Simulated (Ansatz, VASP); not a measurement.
# Two plane-wave programs on PbSe

INCAR

```
  ALGO = Normal
  EDIFF = 1E-6
  ENCUT = 520
  GGA = PE
  ISIF = 2
  ISMEAR = -5
  LASPH = T
  LCHARG = F
  LREAL = F
  LWAVE = F
  NBANDS = 28
  NELM = 100
  PREC = Accurate
  SIGMA = 0.1
```

Contents of KPOINTS:

```
k-points
0
Gamma
  6 6 8
```

File POSCAR:

```
PbSe
1.0
    5.3494553078      0.0000000000      0.0000000000
    0.0000000000      5.3494553078      0.0000000000
    0.0000000000      0.0000000000      4.2212686564
Pb Se
2 2
Direct
    0.5000000000      0.0000000000      0.3182456201
    0.0000000000      0.5000000000      0.6817543799
    0.0000000000      0.0000000000      0.0000000000
    0.5000000000      0.5000000000      0.0000000000
```

Input for Ansatz:

```yaml
crystal:
  lattice:
    - [5.3494553078, 0.0, 0.0]
    - [0.0, 5.3494553078, 0.0]
    - [0.0, 0.0, 4.2212686564]
  atoms:
    - { symbol: Pb, position: [0.5, 0.0, 0.3182456201] }
    - { symbol: Pb, position: [0.0, 0.5, 0.6817543799] }
    - { symbol: Se, position: [0.0, 0.0, 0.0] }
    - { symbol: Se, position: [0.5, 0.5, 0.0] }
basis:
  ecutwfc: 420
  ecutrho_ratio: 4
kpoints:
  mp_grid: { grid: [6, 6, 8] }
hamiltonian:
  xc: pbe
scf:
  occupations: { method: tetrahedron }
output:
  forces: true
  stress: true
```

Alike in both runs: task single point; functional PBE; k mesh 6 × 6 × 8; occupations tetrahedron; no spin polarisation.

```csv
,VASP,Ansatz
version,VASP 6.6.1,Ansatz 0.2.0
potentials or method,"VASP PAW PBE potentials, release 64 (Pb_d, Se), cutoff 520 eV","scalar-relativistic, plane waves, PAW"
valence electrons in the cell,40,60
```

```csv
,VASP,Ansatz,Ansatz less VASP
gap on the k mesh at the Fermi level (eV),0.43,0.43,+0.004
pressure (GPa),0.0,0.0,0.00
```

VASP's potentials hold 40 valence electrons a cell and Ansatz's 60, so a difference there can come from the potentials and not from the codes. Ansatz's warnings: band table not solved further, tetrahedron derivatives may miss energy slope.

Neither program's run includes spin-orbit coupling.
